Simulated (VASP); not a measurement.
Set up this calculation in VASP 6.6.1, as the native input.

```yaml
Task: relaxation of cell and atoms
Functional: PBE
Potentials_or_basis: VASP PAW PBE potentials, release 64 (Bi_d, S)
Cutoff: 600 eV
k_mesh: 4 × 4 × 4
Occupations: gaussian, width 0.1 eV
Spin: no spin polarisation
Dipole_correction: no
Further_INCAR_settings: ALGO = Normal; EDIFF = 1e-07; IBRION = 2; EDIFFG = -0.04; NSW = 90; ISIF = 3
```

The structure of BiS4 lies in POSCAR:

```
BiS4
1.0
    5.6128737400      0.0000000000      0.0000000000
    0.0000000000      5.6128737400      0.0000000000
    0.0000000000      0.0000000000      4.9007072600
Bi S
1 4
Direct
    0.0000000000      0.0000000000      0.5000000000
    0.6919688800      0.0000000000      0.0000000000
    0.3080311200      0.0000000000      0.0000000000
    0.0000000000      0.6919688800      0.0000000000
    0.0000000000      0.3080311200      0.0000000000
```

The cell was generated, and may not be a known phase.

One way to write it, as run:

INCAR

```
PREC = Accurate
ENCUT = 600
EDIFF = 1E-7
ISMEAR = 0
SIGMA = 0.1
LREAL = False
LASPH = True
NELM = 80
ALGO = Normal
ISIF = 3
LWAVE = False
LCHARG = False
GGA = PE
IBRION = 2
NSW = 90
EDIFFG = -0.04
```

KPOINTS

```
Automatic mesh
0
Gamma
  4 4 4
```

Potentials or basis: VASP PAW PBE potentials, release 64 (Bi_d, S).

Launch:

```bash
$ cat potpaw_PBE.64/Bi_d/POTCAR potpaw_PBE.64/S/POTCAR > POTCAR
$ mpirun -np 1 vasp_std > vasp.out
```

It gave:

The relaxed volume is 32.93 Å³/atom, the relaxed cell is a = 6.393 Å, b = 6.393 Å, c = 4.028 Å, α = 90.00°, β = 90.00°, γ = 90.00° and the space group after relaxing (to 0.1 Å) is P4/mmm (No. 123). The energy gained by relaxing is 280.1 meV/atom and the ionic steps are 10. The pressure after relaxing is 0.0 GPa and the largest force after relaxing is 0.039 eV/Å. The band gap on the k mesh is zero (an odd number of electrons rules out a gap without spin polarisation).

Caveat: a cell axis changed by over 15 % at a fixed basis, so the end point is rough; spin-orbit coupling is left out, which moves the levels of the heavy elements.

Wall time 5.7 min on 1 thread of Intel(R) Xeon(R) 6975P-C (Granite Rapids) (shared host), peak memory 0.33 GiB.
